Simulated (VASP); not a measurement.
Write the native input for VASP 6.6.1 that does the following.

* Task: relaxation of cell and atoms
* Functional: LDA
* Potentials or basis: VASP PAW LDA potentials, release 64 (Sn_d, Te)
* Cutoff: 600 eV
* k mesh: 6 × 6 × 6
* Occupations: fermi-dirac, width 0.02 eV
* Spin: no spin polarisation
* Dipole correction: no
* Further INCAR settings: ALGO = Normal; EDIFF = 1e-06; IBRION = 2; EDIFFG = -0.005; NSW = 80; ISIF = 3

The structure of SnTe lies in POSCAR:

```
SnTe
1.0
    0.0000000000      3.2071857299      3.2071857299
    3.2071857299      0.0000000000      3.2071857299
    3.2071857299      3.2071857299      0.0000000000
Sn Te
1 1
Direct
    0.0000000000      0.0000000000      0.0000000000
    0.5000000000      0.5000000000      0.5000000000
```

The input as run:

INCAR

```
SYSTEM = SnTe
  ALGO = Normal
  EDIFF = 1E-6
  EDIFFG = -0.005
  ENCUT = 600
  IBRION = 2
  ISIF = 3
  ISMEAR = -1
  LASPH = .True.
  LCHARG = .False.
  LREAL = .False.
  LWAVE = .False.
  NELM = 80
  NSW = 80
  PREC = Accurate
  SIGMA = 0.02
```

KPOINTS

```
k-points
0
Gamma
  6 6 6
  0 0 0
```

Potentials or basis: VASP PAW LDA potentials, release 64 (Sn_d, Te).

Run with:

```bash
$ cat potpaw_LDA.64/Sn_d/POTCAR potpaw_LDA.64/Te/POTCAR > POTCAR
$ mpirun -np 1 vasp_std > vasp.out
```

Results of the run:

| Property | Result |
| --- | --- |
| Relaxed volume | 30.34 Å³/atom |
| Relaxed cell | a = 4.411 Å, b = 4.411 Å, c = 4.411 Å, α = 60.00°, β = 60.00°, γ = 60.00° |
| Space group after relaxing (to 0.1 Å) | Fm-3m (No. 225) |
| Energy gained by relaxing | 31.5 meV/atom |
| Ionic steps | 3 |
| Pressure after relaxing | 0.0 GPa |
| Band gap on the k mesh | 0.21 eV |

Caveat: semilocal functionals underestimate gaps, and a narrow one can read as zero; spin-orbit coupling is left out, which moves the levels of the heavy elements.

Run time: 61 s on 1 thread of Intel Xeon 8259CL (shared host), peak memory 0.19 GiB.
